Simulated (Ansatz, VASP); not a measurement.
C in VASP and in Ansatz

The input INCAR:

```
SYSTEM = C
PREC = Accurate ; ENCUT = 520
EDIFF = 1E-7 ; ISMEAR = 0
SIGMA = 0.05 ; LREAL = .False.
LASPH = .True. ; NELM = 60
ALGO = Normal ; ISIF = 2
LWAVE = .False. ; LCHARG = .True.
LELF = .True. ; LVHAR = .True.
NBANDS = 26
```

KPOINTS

```
regular mesh
0
Gamma
  12 12 4
  0 0 0
```

File POSCAR:

```
C
1.0
    2.4896249417      0.0000000000      0.0000000000
   -1.2448124708      2.1560784454      0.0000000000
    0.0000000000      0.0000000000      8.2142660865
C
8
Direct
    0.0000000000      0.0000000000      0.0885539126
    0.0000000000      0.0000000000      0.5885539126
    0.0000000000      0.0000000000      0.4114460874
    0.0000000000      0.0000000000      0.9114460874
    0.3333333333      0.6666666667      0.1589518456
    0.6666666667      0.3333333333      0.6589518456
    0.3333333333      0.6666666667      0.3410481544
    0.6666666667      0.3333333333      0.8410481544
```

Input for Ansatz:

```yaml
crystal:
  lattice:
    - [2.4896249417, 0.0, 0.0]
    - [-1.2448124708, 2.1560784454, 0.0]
    - [0.0, 0.0, 8.2142660865]
  atoms:
    - { symbol: C, position: [0.0, 0.0, 0.0885539126] }
    - { symbol: C, position: [0.0, 0.0, 0.5885539126] }
    - { symbol: C, position: [0.0, 0.0, 0.4114460874] }
    - { symbol: C, position: [0.0, 0.0, 0.9114460874] }
    - { symbol: C, position: [0.3333333333, 0.6666666667, 0.1589518456] }
    - { symbol: C, position: [0.6666666667, 0.3333333333, 0.6589518456] }
    - { symbol: C, position: [0.3333333333, 0.6666666667, 0.3410481544] }
    - { symbol: C, position: [0.6666666667, 0.3333333333, 0.8410481544] }
basis:
  ecutwfc: 520.0
kpoints:
  mp_grid: { grid: [12, 12, 4] }
hamiltonian:
  xc: lda
  pseudopotentials: { kind: paw, azcp: { folder: soft_1 } }
scf:
  occupations: { method: gaussian, width: 0.05 }
output:
  forces: true
  stress: true
  eigenvalues: true
```

Change from the starting cell: mode 21 frozen in at -0.036 Å, strain +e along z and -e/2 along x and y +0.0000.

Alike in both runs: task single point; functional LDA; k mesh 12 × 12 × 4; occupations gaussian, width 0.05 eV; no spin polarisation.

|  | VASP | Ansatz |
| --- | --- | --- |
| version | VASP 6.6.1 | Ansatz 0.2.0 |
| potentials or method | VASP PAW LDA potentials, release 64 (C), cutoff 520 eV | scalar-relativistic, plane waves, PAW |
| valence electrons in the cell | 32 | 32 |

|  | VASP | Ansatz | Ansatz less VASP |
| --- | --- | --- | --- |
| gap on the k mesh at the Fermi level (eV) | 3.83 | 3.84 | +0.015 |
| least direct gap on the mesh (eV) | 4.25 | 4.25 | 0.000 |
| pressure (GPa) | 2.9 | 1.2 | -1.68 |
| traceless stress, the component that is largest in VASP (GPa) | 5.44 | 5.12 | -0.313 |
| rms of the force components (eV/Å) | 1.594 | 1.587 | -0.0068 |

Ansatz warns that its potentials were made for another functional, while VASP's fit it. LDA's correlation is that of Perdew and Zunger in VASP and of Perdew and Wang (1992) in Ansatz. Atom by atom the forces differ by 0.007 eV/Å (rms over components).
